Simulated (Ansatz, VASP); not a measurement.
## FeI3 in VASP and in Ansatz

```
CELL_PARAMETERS angstrom
5.42054 0.00000 5.42054
0.00000 5.42054 5.42054
0.00000 0.00000 10.84108
ATOMIC_POSITIONS crystal
Fe 0.00000 0.00000 0.00000
Fe 0.00000 0.00000 0.50000
I 0.50000 0.00000 0.75000
I 0.00000 0.00000 0.25000
I 0.00000 0.50000 0.75000
I 0.50000 0.00000 0.25000
I 0.00000 0.00000 0.75000
I 0.00000 0.50000 0.25000
```

Alike in both runs: functional PBE; k mesh 6 × 6 × 3; occupations gaussian, width 0.05 eV; collinear spin.

Ansatz relaxed the structure, and its values are those at the end. VASP's run is a single point on that final structure, the one shown.

|  | VASP | Ansatz |
| --- | --- | --- |
| version | VASP 6.6.1 | Ansatz 0.2.0 |
| potentials or method | VASP PAW PBE potentials, release 64 (Fe, I), cutoff 520 eV | scalar-relativistic, plane waves, PAW |
| valence electrons in the cell | 58 | 134 |

VASP gave:

| Quantity | Value |
| --- | --- |
| gap on the k mesh at the Fermi level (eV) | none |
| pressure (GPa) | 1.6 |
| net moment per atom (μB) | 0.00 |
| size of the moment on the site where the two differ most (μB) | 3.26 |

Problem. Which values does Ansatz return?

Solution. gap on the k mesh at the Fermi level (eV): none; pressure (GPa): 1.7; net moment per atom (μB): 0.00; size of the moment on the site where the two differ most (μB): 3.30.

Site moments also hang on the region over which each program counts them. A gap of «none» marks a metal or a gap that the smearing closes. VASP's potentials hold 58 valence electrons a cell and Ansatz's 134, so a difference there can come from the potentials and not from the codes. Ansatz's warnings: stress scf threshold loose.

Neither program's run includes spin-orbit coupling.
